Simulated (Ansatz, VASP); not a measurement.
This is a calculation of Mg6CdMo for Ansatz 0.2.0.

Contents of input.yaml:

```yaml
crystal:
  lattice:
    - [4.901079, 0.0, 0.0]
    - [0.0, 3.1021385, 5.3715755]
    - [0.0, -3.1021385, 5.3715755]
  atoms:
    - { symbol: Cd, position: [0.499218, 0.338468, 0.326948] }
    - { symbol: Mo, position: [0.495865, 0.832726, 0.824897] }
    - { symbol: Mg, position: [0.01481, 0.168424, 0.166923] }
    - { symbol: Mg, position: [-0.009423, 0.671789, 0.676279] }
    - { symbol: Mg, position: [0.005772, 0.663462, 0.148697] }
    - { symbol: Mg, position: [-0.000113, 0.157982, 0.663945] }
    - { symbol: Mg, position: [0.500825, 0.832422, 0.338275] }
    - { symbol: Mg, position: [0.507667, 0.340234, 0.830968] }
hamiltonian:
  xc: pbe
  pseudopotentials: { kind: paw }
kpoints:
  mp_grid: { grid: [6, 5, 5] }
scf:
  occupations: { method: fermi_dirac, width: 0.05 }
output:
  forces: true
  stress: true
  eigenvalues: true
```

Potentials or basis: Ansatz PAW.

Launch:

```bash
$ ansatz run input.yaml --threads 4 --pin off --max-ram 10240MiB --backend cpu --events-out ev --progress --plain --runs-dir out
```

Question: Set up the same calculation for VASP 6.6.1. Potentials there: VASP PAW PBE potentials, release 64 (Cd, Mo_sv, Mg).

Answer: As run (the cutoff follows the program's own potentials):

The input INCAR:

```
SYSTEM = Mg6CdMo
PREC     = Accurate       ! precision mode
ENCUT    = 520            ! plane-wave cutoff, eV
EDIFF    = 1E-6           ! SCF threshold, eV
ISMEAR   = -1             ! smearing method
SIGMA    = 0.05           ! smearing width, eV
LREAL    = .FALSE.        ! projectors in reciprocal space
LASPH    = .TRUE.         ! aspherical terms in the spheres
NELM     = 100            ! most SCF steps
ALGO     = Fast           ! electronic algorithm
ISIF     = 2              ! what is computed and relaxed
LWAVE    = .FALSE.        ! write WAVECAR
LCHARG   = .FALSE.        ! write CHGCAR
GGA      = PE             ! functional
NBANDS   = 29             ! bands
```

KPOINTS

```
Automatic mesh
0
G
  6 5 5
  0 0 0
```

Contents of POSCAR:

```
Mg6CdMo
1.0
    4.9010790000      0.0000000000      0.0000000000
    0.0000000000      3.1021385000      5.3715755000
    0.0000000000     -3.1021385000      5.3715755000
Cd Mo Mg
1 1 6
Direct
    0.4992180000      0.3384680000      0.3269480000
    0.4958650000      0.8327260000      0.8248970000
    0.0148100000      0.1684240000      0.1669230000
   -0.0094230000      0.6717890000      0.6762790000
    0.0057720000      0.6634620000      0.1486970000
   -0.0001130000      0.1579820000      0.6639450000
    0.5008250000      0.8324220000      0.3382750000
    0.5076670000      0.3402340000      0.8309680000
```

Potentials or basis: VASP PAW PBE potentials, release 64 (Cd, Mo_sv, Mg).

Launch:

```console
$ cat potpaw_PBE.64/Cd/POTCAR potpaw_PBE.64/Mo_sv/POTCAR potpaw_PBE.64/Mg/POTCAR > POTCAR
$ mpirun -np 1 vasp_std > vasp.out
```

Both were run:

|  | VASP | Ansatz | Ansatz less VASP |
| --- | --- | --- | --- |
| gap on the k mesh at the Fermi level (eV) | none | none | - |
| pressure (GPa) | -0.2 | -0.2 | +0.06 |
| traceless stress, the component that is largest in VASP (GPa) | 0.09 | 0.07 | -0.022 |
| rms of the force components (eV/Å) | 0.178 | 0.178 | -0.0003 |

Atom by atom the forces differ by 0.001 eV/Å (rms over components). A gap of «none» marks a metal or a gap that the smearing closes. VASP's potentials hold 38 valence electrons a cell and Ansatz's 94, so a difference there can come from the potentials and not from the codes.
